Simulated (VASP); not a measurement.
TaN, 2 atoms in the cell. Symmetry: P-6m2, No. 187, hexagonal system. The conventional cell has a = 2.918 Å, b = 2.918 Å, c = 2.864 Å, α = 90.00°, β = 90.00°, γ = 120.00°. Ta (site symmetry -6m2) has 6 N at 2.21 Å and 8 Ta at 2.86 to 2.92 Å within 3.0 Å. N (site symmetry -6m2) has 6 Ta at 2.21 Å and 8 N at 2.86 to 2.92 Å within 3.0 Å. 

```yaml
Program: VASP 6.6.1
Task: single point
Functional: LDA
Potentials_or_basis: VASP PAW LDA potentials, release 64 (Ta_sv_GW, N_h)
Cutoff: 1330 eV
k_mesh: 10 × 10 × 9
Occupations: fermi-dirac, width 0.05 eV
Spin: no spin polarisation
Dipole_correction: no
Further_INCAR_settings: ALGO = Normal; EDIFF = 1e-06; NBANDS = 16
```

Potentials or basis: VASP PAW LDA potentials, release 64 (Ta_sv_GW, N_h).

The run is started by

```bash
$ cat potpaw_LDA.64/Ta_sv_GW/POTCAR potpaw_LDA.64/N_h/POTCAR > POTCAR
$ mpirun -np 1 vasp_std > vasp.out
```

Hardware: 1 thread of Intel(R) Xeon(R) Platinum 8259CL CPU @ 2.50GHz (Skylake/Cascade Lake), on a shared host.

Problem. How long does it take, and how much memory?

Solution. It took 69 s on 1 thread of Intel(R) Xeon(R) Platinum 8259CL CPU @ 2.50GHz (Skylake/Cascade Lake), with other jobs on the host, peak memory 0.27 GiB. Counts: scf iterations 13, k points 70.
